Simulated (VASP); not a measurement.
A run of VASP 6.6.1 is set up as follows.

Contents of INCAR:

```
AGGAC = 1.0 ; AGGAX = 1.0
ALDAC = 0.0 ; ALDAX = 1.0
ALGO = Normal ; EDIFF = 1E-6
ENCUT = 520 ; GGA = B5
ISIF = 2 ; ISMEAR = -1
ISPIN = 2 ; LASPH = True
LCHARG = False ; LMAXMIX = 6
LORBIT = 11 ; LREAL = False
LWAVE = False ; MAGMOM = 6.91 -6.91
NBANDS = 28 ; NELM = 150
PREC = Accurate ; SIGMA = 0.05
```

File KPOINTS:

```
k-points
0
Gamma
  9 9 9
```

Contents of POSCAR:

```
Eu
1.0
    4.4692639499      0.0000000000      0.0000000000
    0.0000000000      4.4692639499      0.0000000000
    0.0000000000      0.0000000000      4.4692639499
Eu
2
Direct
    0.0000000000      0.0000000000      0.0000000000
    0.5000000000      0.5000000000      0.5000000000
```

Potentials or basis: VASP PAW PBE potentials, release 64 (Eu).

Command:

```bash
$ cat potpaw_PBE.64/Eu/POTCAR > POTCAR
$ mpirun -np 1 vasp_std > vasp.out
```

Question: Predict the band gap on the k mesh.

Answer: Zero (filled and empty bands overlap).

Question: Predict the pressure.

Answer: -0.2 GPa.

Caveat: the antiferromagnetic order is the one typed at the start, and another may lie lower; the PAW data sets were made with another functional, which shifts forces and pressure a little; spin-orbit coupling is left out, which moves the levels of the heavy elements; semilocal functionals describe open f shells poorly, which spoils levels, moments and volumes. The state reached can hang on the start; a lower one may exist.
